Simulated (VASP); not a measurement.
Runs of VASP 6.6.1 on La3Si2F. The structure is that of space group P6/mmm (No. 191), or close to it. The cells are those of the table. The cell was built from a structure type or drawn by symmetry, and may not be a known phase.

```csv
task,cell,k mesh,cutoff (eV),gap on the mesh (eV),pressure (GPa)
relaxation of cell and atoms,"relaxed from a = 5.914, b = 5.914, c = 4.571 Å, angles 90.0, 90.0, 120.0°, 6 atoms",3 × 3 × 4,600,none,0.1
single point,"a = 7.878, b = 7.878, c = 3.995 Å, angles 90.0, 90.0, 120.0°, 6 atoms",3 × 3 × 4,520,none,0.0
single point,"a = 5.914, b = 5.914, c = 4.571 Å, angles 90.0, 90.0, 120.0°, 6 atoms",3 × 3 × 4,520,none,(a)
single point,"a = 7.918, b = 7.918, c = 3.972 Å, angles 90.0, 90.0, 120.0°, 6 atoms",6 × 6 × 10,520,none,-0.1
```

Alike in all rows: level PBE; potentials or basis VASP PAW PBE potentials, release 64 (La, Si, F); no spin polarisation; smearing gaussian 0.1 eV.

Question: Fill in the values left out.

Answer: (a) 16.0.

Caveats: some runs use coarse meshes; spin-orbit coupling is left out, which moves the levels of the heavy elements.

A k mesh can miss the band edges, and the runs leave out spin-orbit coupling on La.

A gap of «none» marks levels without a gap at the run's occupations.
